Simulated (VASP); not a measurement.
# CoSi2 (Fm-3m) in VASP: notebook, part 2 of 3

VASP 6.6.1. Earlier steps stand in the parts before.

## 3. Single point, PBEsol, collinear spin, ferromagnetic start

Input file INCAR:

```
PREC = Accurate
ENCUT = 520
EDIFF = 1E-6
ISMEAR = 0
SIGMA = 0.15
LREAL = F
LASPH = T
NELM = 150
ALGO = Normal
ISIF = 2
LWAVE = F
LCHARG = T
ISPIN = 2
MAGMOM = 1.375 0 0
LORBIT = 11
NUPDOWN = 1.375
LMAXMIX = 4
GGA = PS
LELF = T
LVHAR = T
NBANDS = 20
```

Input file KPOINTS:

```
regular mesh
0
Gamma
  14 14 14
```

Input file POSCAR:

```
CoSi2
1.0
    0.0000000000      2.6913302155      2.6913302155
    2.6913302155      0.0000000000      2.6913302155
    2.6913302155      2.6913302155      0.0000000000
Co Si
1 2
Direct
    0.0000000000      0.0000000000      0.0000000000
    0.2500000000      0.2500000000      0.2500000000
    0.7500000000      0.7500000000      0.7500000000
```

Potentials or basis: VASP PAW PBE potentials, release 64 (Co, Si).

The run is started by

```
> cat potpaw_PBE.64/Co/POTCAR potpaw_PBE.64/Si/POTCAR > POTCAR
> mpirun -np 1 vasp_std > vasp.out
```

OUTCAR:

```text
PREC = Accurate
   ENCUT = 520
   EDIFF = 1E-6
   ISMEAR = 0
   LREAL = F
   LASPH = T
   NELM = 150
   ISIF = 2
   ISPIN = 2
   LORBIT = 11
   NUPDOWN = 1.375
   GGA = PS

 ion  position               nearest neighbor table
   1  0.000  0.000  0.000-   2 2.33   3 2.33   3 2.33   3 2.33   3 2.33   2 2.33   2 2.33   2 2.33

   2  0.250  0.250  0.250-   1 2.33   1 2.33   1 2.33   1 2.33   3 2.69   3 2.69   3 2.69   3 2.69
                             3 2.69   3 2.69
   3  0.750  0.750  0.750-   1 2.33   1 2.33   1 2.33   1 2.33   2 2.69   2 2.69   2 2.69   2 2.69
                             2 2.69   2 2.69

  LATTYP: Found a face centered cubic cell.
 ALAT       =     5.3826604310

  Lattice vectors:

 A1 = (   0.0000000000,   2.6913302155,   2.6913302155)
 A2 = (   2.6913302155,   0.0000000000,   2.6913302155)
 A3 = (   2.6913302155,   2.6913302155,   0.0000000000)

Analysis of symmetry for initial positions (statically):
=====================================================================
 Subroutine PRICEL returns:
 Original cell was already a primitive cell.

 Routine SETGRP: Setting up the symmetry group for a
 face centered cubic supercell.

 Subroutine GETGRP returns: Found 48 space group operations
 (whereof 48 operations were pure point group operations)
 out of a pool of 48 trial point group operations.

The static configuration has the point symmetry O_h .

Analysis of symmetry for dynamics (positions and initial velocities):
=====================================================================
 Subroutine PRICEL returns:
 Original cell was already a primitive cell.

 Routine SETGRP: Setting up the symmetry group for a
 face centered cubic supercell.

 Subroutine GETGRP returns: Found 48 space group operations
 (whereof 48 operations were pure point group operations)
 out of a pool of 48 trial point group operations.

The dynamic configuration has the point symmetry O_h .

Analysis of structural, dynamic, and magnetic symmetry:
=====================================================================
 Subroutine PRICEL returns:
[... 158 lines left out ...]

 E-fermi :   9.3078     XC(G=0): -11.7860

 val. band max:       11.4348281263   @ k =  -0.3571   0.3571   0.0000
 cond. band min:       9.3249451293   @ k =  -0.4286   0.2857   0.0714
 fundamental gap:     -2.1098829970
 Fermi energy:        11.4397396974

 spin component 1

 k-point     1 :       0.0000    0.0000    0.0000
  band No.  band energies     occupation
      1      -3.3332      1.00000
      2       5.4770      1.00000
      3       5.4770      1.00000
      4       5.4770      1.00000
      5       7.4633      1.00000
      6       7.4633      1.00000
[... 541 lines left out ...]
     19      24.1092      0.00000
     20      26.2087      0.00000

 [... further k-points ...]

 spin component 2

 k-point     1 :       0.0000    0.0000    0.0000
  band No.  band energies     occupation
      1      -3.0473      1.00000
      2       5.9967      1.00000
      3       5.9967      1.00000
      4       5.9967      1.00000
      5       8.1927      1.00000
      6       8.1927      1.00000
[... 541 lines left out ...]
     19      24.3362      0.00000
     20      26.5247      0.00000

 [... further k-points ...]

------------------------ aborting loop because EDIFF is reached ----------------------------------------

  FORCE on cell =-STRESS in cart. coord.  units (eV):
  Direction    XX          YY          ZZ          XY          YZ          ZX
  --------------------------------------------------------------------------------------
  -------------------------------------------------------------------------------------
  Total        0.2579641      0.2579641      0.2579641     -0.0000000     -0.0000000     -0.0000000
  in kB       10.6008048     10.6008048     10.6008048     -0.0000000     -0.0000000     -0.0000000
  external PRESSURE =      10.6008048 kB  Pullay stress =       0.0000000 kB

 VOLUME and BASIS-vectors are now :
 -----------------------------------------------------------------------------
  energy-cutoff  :      520.00
  volume of cell :       38.99
      direct lattice vectors                 reciprocal lattice vectors
     0.000000000  2.691330215  2.691330215    -0.185781736  0.185781736  0.185781736
     2.691330215  0.000000000  2.691330215     0.185781736 -0.185781736  0.185781736
     2.691330215  2.691330215  0.000000000     0.185781736  0.185781736 -0.185781736

 POSITION                                       TOTAL-FORCE (eV/Angst)
 -----------------------------------------------------------------------------------
      0.00000      0.00000      0.00000         0.000000     -0.000000      0.000000
      1.34567      1.34567      1.34567         0.000000      0.000000      0.000000
      4.03700      4.03700      4.03700        -0.000000     -0.000000     -0.000000
 -----------------------------------------------------------------------------------
    total drift:                               -0.000000     -0.000000      0.000000

  FREE ENERGIE OF THE ION-ELECTRON SYSTEM (eV)
  ---------------------------------------------------
  free  energy   TOTEN  =       -20.1424554821 eV

  energy  without entropy=      -20.1195806755  energy(sigma->0) =      -20.13101808

 total charge

# of ion       s       p       d       tot
------------------------------------------
    1        0.537   0.704   7.554   8.795
    2        0.747   0.852   0.000   1.599
    3        0.747   0.852   0.000   1.599
--------------------------------------------------
tot          2.032   2.407   7.554  11.992

 magnetization (x)

# of ion       s       p       d       tot
------------------------------------------
    1        0.012   0.132   0.732   0.877
    2        0.037   0.069   0.000   0.107
    3        0.037   0.069   0.000   0.107
--------------------------------------------------
tot          0.087   0.271   0.732   1.090
```

OSZICAR:

```text
N       E                     dE             d eps       ncg     rms          rms(c)
DAV:   1     0.662627759058E+02    0.66263E+02   -0.65796E+03  8376   0.807E+02
DAV:   2    -0.174313727336E+02   -0.83694E+02   -0.73871E+02  8844   0.185E+02
DAV:   3    -0.219047580550E+02   -0.44734E+01   -0.43093E+01 10060   0.450E+01
DAV:   4    -0.219797579373E+02   -0.75000E-01   -0.74822E-01  9740   0.530E+00
DAV:   5    -0.219818667950E+02   -0.21089E-02   -0.21086E-02 10404   0.937E-01    0.162E+01
DAV:   6    -0.277605236185E+02   -0.57787E+01   -0.25899E+01  9360   0.985E+01    0.242E+01
DAV:   7    -0.202008867877E+02    0.75596E+01   -0.13175E+01 10428   0.732E+01    0.341E+00
DAV:   8    -0.201879972036E+02    0.12890E-01   -0.84519E-01 11016   0.785E+00    0.247E+00
DAV:   9    -0.201432270790E+02    0.44770E-01   -0.98627E-02 10144   0.451E+00    0.803E-01
DAV:  10    -0.201426244569E+02    0.60262E-03   -0.34150E-03 11392   0.372E-01    0.313E-01
DAV:  11    -0.201424964049E+02    0.12805E-03   -0.79612E-04 10452   0.455E-01    0.110E-01
DAV:  12    -0.201424524791E+02    0.43926E-04   -0.18909E-04 10852   0.233E-01    0.225E-02
DAV:  13    -0.201424560104E+02   -0.35313E-05   -0.12283E-05 10468   0.235E-02    0.129E-02
DAV:  14    -0.201424554821E+02    0.52827E-06   -0.94738E-07  8352   0.894E-03
   1 F= -.20142455E+02 E0= -.20131018E+02  d E =-.228748E-01  mag=     1.3750
```

Run time: 2.4 min. Hardware: 1 thread of AMD EPYC 7R43 (Zen 3), shared host; peak memory 0.22 GiB.

Results:

- Free energy: -20.1425 eV
- Pressure: 1.1 GPa
- Net moment: 1.37 μB per cell
- Site moments: Co +0.88; Si +0.11 μB
- Valence electrons inside the program's atomic spheres: Co 8.79; Si 1.60

Caveat: the PAW data sets were made with another functional, which shifts forces and pressure a little; the total moment is fixed, so each spin has its own Fermi level.

## 4. Single point, PBEsol, collinear spin, ferromagnetic start

Input file INCAR:

```
PREC     = Accurate       # precision mode
ENCUT    = 520            # plane-wave cutoff, eV
EDIFF    = 1E-6           # SCF threshold, eV
ISMEAR   = 0              # smearing method
SIGMA    = 0.15           # smearing width, eV
LREAL    = False          # projectors in reciprocal space
LASPH    = True           # aspherical terms in the spheres
NELM     = 150            # most SCF steps
ALGO     = Normal         # electronic algorithm
ISIF     = 2              # what is computed and relaxed
LWAVE    = False          # write WAVECAR
LCHARG   = False          # write CHGCAR
ISPIN    = 2              # spin polarisation
MAGMOM   = 1.925 0 0      # initial moments
LORBIT   = 11             # projections on sites
NUPDOWN  = 1.925          # fixed moment
LMAXMIX  = 4              # l up to which the mixer works
GGA      = PS             # functional
NBANDS   = 20             # bands
```

KPOINTS is that of step 3.

POSCAR is that of step 3.

Potentials or basis: VASP PAW PBE potentials, release 64 (Co, Si).

The run is started by

```
> cat potpaw_PBE.64/Co/POTCAR potpaw_PBE.64/Si/POTCAR > POTCAR
> mpirun -np 1 vasp_std > vasp.out
```

OUTCAR:

```text
PREC = Accurate
   ENCUT = 520
   EDIFF = 1E-6
   ISMEAR = 0
   LREAL = False
   LASPH = True
   NELM = 150
   ISIF = 2
   ISPIN = 2
   LORBIT = 11
   NUPDOWN = 1.925
   GGA = PS

 ion  position               nearest neighbor table
   1  0.000  0.000  0.000-   2 2.33   3 2.33   3 2.33   3 2.33   3 2.33   2 2.33   2 2.33   2 2.33

   2  0.250  0.250  0.250-   1 2.33   1 2.33   1 2.33   1 2.33   3 2.69   3 2.69   3 2.69   3 2.69
                             3 2.69   3 2.69
   3  0.750  0.750  0.750-   1 2.33   1 2.33   1 2.33   1 2.33   2 2.69   2 2.69   2 2.69   2 2.69
                             2 2.69   2 2.69

  LATTYP: Found a face centered cubic cell.
 ALAT       =     5.3826604310

  Lattice vectors:

 A1 = (   0.0000000000,   2.6913302155,   2.6913302155)
 A2 = (   2.6913302155,   0.0000000000,   2.6913302155)
 A3 = (   2.6913302155,   2.6913302155,   0.0000000000)

Analysis of symmetry for initial positions (statically):
=====================================================================
 Subroutine PRICEL returns:
 Original cell was already a primitive cell.

 Routine SETGRP: Setting up the symmetry group for a
 face centered cubic supercell.

 Subroutine GETGRP returns: Found 48 space group operations
 (whereof 48 operations were pure point group operations)
 out of a pool of 48 trial point group operations.

The static configuration has the point symmetry O_h .

Analysis of symmetry for dynamics (positions and initial velocities):
=====================================================================
 Subroutine PRICEL returns:
 Original cell was already a primitive cell.

 Routine SETGRP: Setting up the symmetry group for a
 face centered cubic supercell.

 Subroutine GETGRP returns: Found 48 space group operations
 (whereof 48 operations were pure point group operations)
 out of a pool of 48 trial point group operations.

The dynamic configuration has the point symmetry O_h .

Analysis of structural, dynamic, and magnetic symmetry:
=====================================================================
 Subroutine PRICEL returns:
 Original cell was already a primitive cell.

 Routine SETGRP: Setting up the symmetry group for a
 face centered cubic supercell.

 Subroutine GETGRP returns: Found 48 space group operations
 (whereof 48 operations were pure point group operations)
 out of a pool of 48 trial point group operations.

The overall configuration has the point symmetry O_h .

 Subroutine INISYM returns: Found 48 space group operations
 (whereof 48 operations are pure point group operations),
 and found     1 'primitive' translations

----------------------------------------------------------------------------------------

                                     Primitive cell

  volume of cell :      38.9880

  direct lattice vectors                    reciprocal lattice vectors
     0.000000000  2.691330215  2.691330215    -0.185781736  0.185781736  0.185781736
     2.691330215  0.000000000  2.691330215     0.185781736 -0.185781736  0.185781736
     2.691330215  2.691330215  0.000000000     0.185781736  0.185781736 -0.185781736

  length of vectors
     3.806115692  3.806115692  3.806115692     0.321783406  0.321783406  0.321783406

  position of ions in fractional coordinates (direct lattice)
     0.000000000  0.000000000  0.000000000
     0.250000000  0.250000000  0.250000000
[... 77 lines left out ...]
   ENCUT  =  520.0 eV  38.22 Ry    6.18 a.u.   7.08  7.08  7.08*2*pi/ulx,y,z
   NELM   =    150;   NELMIN=  2; NELMDL= -5     # of ELM steps
   EDIFF  = 0.1E-05   stopping-criterion for ELM
   LREAL  =      F    real-space projection
   EDIFFG = 0.1E-04   stopping-criterion for IOM
   NSW    =      0    number of steps for IOM
   IBRION =     -1    ionic relax: 0-MD 1-quasi-New 2-CG
   NFREE  =      0    steps in history (QN), initial steepest desc. (CG)
   ISIF   =      2    stress and relaxation
   ISYM   =      2    0-nonsym 1-usesym 2-fastsym
   POTIM  = 0.5000    time-step for ionic-motion
   TEBEG  =    0.0;   TEEND  =   0.0 temperature during run
   PSTRESS=    0.0 pullay stress
   NELECT =      17.0000    total number of electrons
   NUPDOWN=       1.9250    fix difference up-down
   EMIN   =  10.00;   EMAX   =-10.00  energy-range for DOS
   EFERMI =   0.00;   METHOD = LEGACY
   ISMEAR =     0;   SIGMA  =   0.15  broadening in eV -4-tet -1-fermi 0-gaus
   EFERMI_NEDOS =   21; number of points for ismear=-14 and -15
   IALGO  =     38    algorithm
   IMIX   =      4    mixing-type and parameters
     AMIX     =   0.40;   BMIX     =  1.00
     AMIX_MAG =   1.60;   BMIX_MAG =  1.00
  volume/ion in A,a.u.               =      13.00        87.70
  Fermi-wavevector in a.u.,A,eV,Ry     =   1.241407  2.345919 20.967817  1.541091
  Thomas-Fermi vector in A             =   2.375806
   LORBIT       =     11    0 simple, 1 ext, 2 COOP (PROOUT), +10 PAW based schemes
   GGA     = PS    functional components
   LHFCALC =     F    Hartree Fock is set to
   AEXX    =    0.0000 exact exchange contribution
   IVDW    =     0    specifies the selected vdW correction
   LEPSILON=     F    determine dielectric tensor
   LRPA    =     F    only Hartree local field effects (RPA)
 spin polarized calculation
 Gauss-broadening in eV      SIGMA  =   0.15
  energy-cutoff  :      520.00
  volume of cell :       38.99
 maximum number of plane-waves:      1067
   NGX = 15   NGY = 15   NGZ = 15

 number of electron      16.9999992 magnetization       1.9249999

 Free energy of the ion-electron system (eV)
  ---------------------------------------------------
  ext. energy  EPLUGINS =         0.00000000
  ---------------------------------------------------
  free energy    TOTEN  =       -19.50084944 eV

  energy without entropy =      -19.47740989  energy(sigma->0) =      -19.48912967

 E-fermi :   9.1498     XC(G=0): -11.7894

 val. band max:       11.6753489866   @ k =  -0.4286   0.1429   0.0000
 cond. band min:       9.1527466175   @ k =  -0.4286   0.2143   0.0000
 fundamental gap:     -2.5226023691
 Fermi energy:        11.6813930158

 spin component 1

 k-point     1 :       0.0000    0.0000    0.0000
  band No.  band energies     occupation
      1      -3.3864      1.00000
      2       5.3164      1.00000
      3       5.3164      1.00000
      4       5.3164      1.00000
      5       7.2164      1.00000
      6       7.2164      1.00000
[... 541 lines left out ...]
     19      24.0241      0.00000
     20      26.1390      0.00000

 [... further k-points ...]

 spin component 2

 k-point     1 :       0.0000    0.0000    0.0000
  band No.  band energies     occupation
      1      -2.9838      1.00000
      2       6.0458      1.00000
      3       6.0458      1.00000
      4       6.0458      1.00000
      5       8.2362      1.00000
      6       8.2362      1.00000
[... 541 lines left out ...]
     19      24.4152      0.00000
     20      26.5976      0.00000

 [... further k-points ...]

------------------------ aborting loop because EDIFF is reached ----------------------------------------

  FORCE on cell =-STRESS in cart. coord.  units (eV):
  Direction    XX          YY          ZZ          XY          YZ          ZX
  --------------------------------------------------------------------------------------
  -------------------------------------------------------------------------------------
  Total        1.5428912      1.5428912      1.5428912      0.0000000      0.0000000     -0.0000000
  in kB       63.4037478     63.4037478     63.4037478      0.0000000      0.0000000     -0.0000000
  external PRESSURE =      63.4037478 kB  Pullay stress =       0.0000000 kB

 VOLUME and BASIS-vectors are now :
 -----------------------------------------------------------------------------
  energy-cutoff  :      520.00
  volume of cell :       38.99
      direct lattice vectors                 reciprocal lattice vectors
     0.000000000  2.691330215  2.691330215    -0.185781736  0.185781736  0.185781736
     2.691330215  0.000000000  2.691330215     0.185781736 -0.185781736  0.185781736
     2.691330215  2.691330215  0.000000000     0.185781736  0.185781736 -0.185781736

 POSITION                                       TOTAL-FORCE (eV/Angst)
 -----------------------------------------------------------------------------------
      0.00000      0.00000      0.00000         0.000000      0.000000     -0.000000
      1.34567      1.34567      1.34567         0.000000     -0.000000      0.000000
      4.03700      4.03700      4.03700        -0.000000     -0.000000     -0.000000
 -----------------------------------------------------------------------------------
    total drift:                               -0.000000     -0.000000      0.000000

  FREE ENERGIE OF THE ION-ELECTRON SYSTEM (eV)
  ---------------------------------------------------
  free  energy   TOTEN  =       -19.5008494434 eV

  energy  without entropy=      -19.4774098905  energy(sigma->0) =      -19.48912967

 total charge

# of ion       s       p       d       tot
------------------------------------------
    1        0.539   0.693   7.532   8.765
    2        0.766   0.846   0.000   1.612
    3        0.766   0.846   0.000   1.612
--------------------------------------------------
tot          2.071   2.386   7.532  11.989

 magnetization (x)

# of ion       s       p       d       tot
------------------------------------------
    1        0.016   0.159   1.037   1.213
    2        0.061   0.092   0.000   0.153
    3        0.061   0.092   0.000   0.153
--------------------------------------------------
tot          0.137   0.344   1.037   1.518
```

Wall time 2.5 min (1 thread of AMD EPYC 7R43 (Zen 3), shared host); peak memory 0.22 GiB.

Results:

| Quantity | Value |
| --- | --- |
| Free energy | -19.5008 eV |
| Pressure | 6.3 GPa |
| Net moment | 1.92 μB per cell |
| Site moments | Co +1.21; Si +0.15 μB |
| Valence electrons inside the program's atomic spheres | Co 8.77; Si 1.61 |

Caveat: the PAW data sets were made with another functional, which shifts forces and pressure a little; the total moment is fixed, so each spin has its own Fermi level.

(Continued in part 3 of 3.)
